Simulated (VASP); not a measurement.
The system is Si2Ge.

```
Si Ge
1.0
     2.97250    0.00000    0.00000
    -1.48625    2.57426    0.00000
     0.00000    0.00000    6.68781
Si Ge
2 1
Direct
  0.66667 0.33333 0.86492
  0.33333 0.66667 0.13508
  0.00000 0.00000 0.50000
```

| Property | Result |
| --- | --- |
| Program | VASP 6.6.1 |
| Task | relaxation of cell and atoms |
| Functional | PBE |
| Potentials or basis | VASP PAW PBE potentials, release 64 (Si, Ge_d) |
| Cutoff | 600 eV |
| k mesh | 18 × 18 × 8 |
| Occupations | gaussian, width 0.1 eV |
| Spin | no spin polarisation |

At the start: pressure 0.2 GPa; volume 17.06 Å³/atom.

Where does the relaxation end?

Over 14 steps the energy falls by 8.4 meV/atom and the volume is 16.77 Å³/atom (-1.7 %); space group P-3m1 (No. 164, to 0.1 Å) before and after.

The path:
```
step  energy change (eV)  largest force (eV/Å)  pressure (GPa)  volume (Å³)
   1              0.0000                0.4718            0.16        51.17
   2             -0.0149                0.1982           -0.65        51.30
   3             -0.0182                0.0212           -1.25        51.40
   4             -0.0239                0.0063            0.00        50.31
   5             -0.0239                0.0034            0.14        50.14
   6             -0.0239                0.0027            0.33        50.10
   7             -0.0248                0.0148            0.24        50.11
   8             -0.0251                0.0249            0.19        50.12
   9             -0.0251                0.0287            0.17        50.12
  10             -0.0253                0.0183            0.09        50.31
  11             -0.0250                0.0041           -0.33        50.56
  12             -0.0253                0.0133           -0.28        50.40
  13             -0.0253                0.0161           -0.06        50.35
  14             -0.0253                0.0026            0.04        50.31
```

Final structure:
```
Si Ge
1.0
     2.97857    0.00000    0.00000
    -1.48928    2.57952    0.00000
     0.00000    0.00000    6.54782
Si Ge
2 1
Direct
  0.66667 0.33333 0.85630
  0.33333 0.66667 0.14370
  0.00000 0.00000 0.50000
```
